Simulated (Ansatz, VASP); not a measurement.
# Two plane-wave programs on AlNi3

```
CELL_PARAMETERS angstrom
0.06981 2.89216 2.89216
2.89216 0.06981 2.89216
2.89216 2.89216 0.06981
ATOMIC_POSITIONS crystal
Al 0.50000 0.50000 0.50000
Ni 0.25000 0.25000 0.25000
Ni 0.00000 0.00000 0.00000
Ni 0.75000 0.75000 0.75000
```

Alike in both runs: task single point; functional PBEsol; k mesh 14 × 14 × 14; occupations gaussian, width 0.15 eV; no spin polarisation.

|  | VASP | Ansatz |
| --- | --- | --- |
| version | VASP 6.6.1 | Ansatz 0.2.0 |
| potentials or method | VASP PAW PBE potentials, release 64 (Al, Ni), cutoff 520 eV | scalar-relativistic, plane waves, PAW |
| valence electrons in the cell | 33 | 57 |

Ansatz gave:

```
gap on the k mesh at the Fermi level (eV)                     : none
pressure (GPa)                                                : -10.5
traceless stress, the component that is largest in VASP (GPa) : -2.82
rms of the force components (eV/Å)                            : 0.014
```

Task: What did VASP give for the same quantities?

Result: gap on the k mesh at the Fermi level (eV): none; pressure (GPa): -10.4; traceless stress, the component that is largest in VASP (GPa): -2.80; rms of the force components (eV/Å): 0.012.

VASP's potentials were made for PBE, not for PBEsol, and Ansatz warns of the same on its side. Atom by atom the forces differ by 0.001 eV/Å (rms over components). A gap of «none» marks a metal or a gap that the smearing closes. VASP's potentials hold 33 valence electrons a cell and Ansatz's 57, so a difference there can come from the potentials and not from the codes.
